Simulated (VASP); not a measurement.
A run of VASP 6.6.1:

File INCAR:

```
PREC = Accurate ; ENCUT = 520
EDIFF = 1E-6 ; ISMEAR = 0
SIGMA = 0.02 ; LREAL = F
LASPH = T ; NELM = 80
ALGO = Normal ; ISIF = 2
LWAVE = F ; LCHARG = F
GGA = PE ; NBANDS = 21
```

KPOINTS

```
regular mesh
0
Gamma
  8 8 8
```

The input POSCAR:

```
PbF2
1.0
    0.0000000000      2.9696639076      2.9696639076
    2.9696639076      0.0000000000      2.9696639076
    2.9696639076      2.9696639076      0.0000000000
Pb F
1 2
Direct
    0.0000000000      0.0000000000      0.0000000000
    0.2500000000      0.2500000000      0.2500000000
    0.7500000000      0.7500000000      0.7500000000
```

Potentials or basis: VASP PAW PBE potentials, release 64 (Pb_d, F).

Run with:

```console
$ cat potpaw_PBE.64/Pb_d/POTCAR potpaw_PBE.64/F/POTCAR > POTCAR
$ mpirun -np 1 vasp_std > vasp.out
```

Hardware: 1 thread of AMD EPYC 7R13, with other jobs on the host.

Q: How long does it take, and how much memory?

A: It took 45 s on 1 thread of AMD EPYC 7R13, with other jobs on the host, peak memory 0.16 GiB. Counts: scf iterations 14, k points 29.
